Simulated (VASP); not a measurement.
Wanted: the native input for a VASP 6.6.1 run.

```yaml
Task: single point
Functional: r2SCAN
Potentials_or_basis: VASP PAW PBE potentials, release 64 (Re, Se)
Cutoff: 520 eV
k_mesh: 12 × 12 × 12
Occupations: gaussian, width 0.05 eV
Spin: collinear spin
Starting_moments: "[1.95, 0.0] μB"
Dipole_correction: no
Further_INCAR_settings: ALGO = Normal; EDIFF = 1e-06; NBANDS = 18
```

The system is ReSe.

```
CELL_PARAMETERS angstrom
0.00000 2.62076 2.62076
2.62076 0.00000 2.62076
2.62076 2.62076 0.00000
ATOMIC_POSITIONS crystal
Re 0.49046 0.50954 0.50954
Se 0.00000 0.00000 0.00000
```

This cell differs from its parent crystal: atom 1 (Re) moved 0.05 Å along x.

One way to write it, as run:

POSCAR

```
ReSe
1.0
    0.0000000000      2.6207555219      2.6207555219
    2.6207555219      0.0000000000      2.6207555219
    2.6207555219      2.6207555219      0.0000000000
Re Se
1 1
Direct
    0.4904607661      0.5095392339      0.5095392339
    0.0000000000      0.0000000000      0.0000000000
```

INCAR.step1

```
SYSTEM = ReSe
PREC     = Accurate       ! precision mode
ENCUT    = 520            ! plane-wave cutoff, eV
ISMEAR   = 0              ! smearing method
SIGMA    = 0.05           ! smearing width, eV
LREAL    = .FALSE.        ! projectors in reciprocal space
LASPH    = .TRUE.         ! aspherical terms in the spheres
NELM     = 150            ! most SCF steps
ISPIN    = 2              ! spin polarisation
MAGMOM   = 1.95 0         ! initial moments
LMAXMIX  = 4              ! l up to which the mixer works
NBANDS   = 18             ! bands
GGA      = PE             ! functional
ALGO     = Normal         ! electronic algorithm
EDIFF    = 1E-4           ! SCF threshold, eV
LWAVE    = .TRUE.         ! write WAVECAR
LCHARG   = .FALSE.        ! write CHGCAR
```

INCAR.step2

```
SYSTEM = ReSe
PREC     = Accurate       ! precision mode
ENCUT    = 520            ! plane-wave cutoff, eV
EDIFF    = 1E-6           ! SCF threshold, eV
ISMEAR   = 0              ! smearing method
SIGMA    = 0.05           ! smearing width, eV
LREAL    = .FALSE.        ! projectors in reciprocal space
LASPH    = .TRUE.         ! aspherical terms in the spheres
NELM     = 150            ! most SCF steps
ALGO     = Normal         ! electronic algorithm
ISIF     = 2              ! what is computed and relaxed
LWAVE    = .FALSE.        ! write WAVECAR
LCHARG   = .FALSE.        ! write CHGCAR
ISPIN    = 2              ! spin polarisation
MAGMOM   = 1.95 0         ! initial moments
LORBIT   = 11             ! projections on sites
LMAXMIX  = 4              ! l up to which the mixer works
METAGGA  = R2SCAN         ! meta-GGA
LMIXTAU  = .TRUE.       
NBANDS   = 18             ! bands
ISTART   = 1
```

KPOINTS

```
Automatic mesh
0
G
  12 12 12
  0 0 0
```

Potentials or basis: VASP PAW PBE potentials, release 64 (Re, Se).

Command:

```bash
$ cat potpaw_PBE.64/Re/POTCAR potpaw_PBE.64/Se/POTCAR > POTCAR
$ cp INCAR.step1 INCAR
$ mpirun -np 1 vasp_std > vasp.out
$ cp INCAR.step2 INCAR
$ mpirun -np 1 vasp_std > vasp.out
```

Results of the run:

The pressure is 0.5 GPa, the largest force is 0.147 eV/Å and the net moment is 2.29 μB per cell. The site moments are Re +2.22; Se +0.04 μB. The valence electrons inside the program's atomic spheres are Re 5.73; Se 3.96.

Caveat: the cell differs from its parent crystal (atom 1 (Re) moved 0.05 Å along x); the PAW data sets were made with another functional, which shifts forces and pressure a little.

Wall time 5.4 min on 1 thread of Intel(R) Xeon(R) 6975P-C (Granite Rapids) (shared host), peak memory 0.3 GiB.
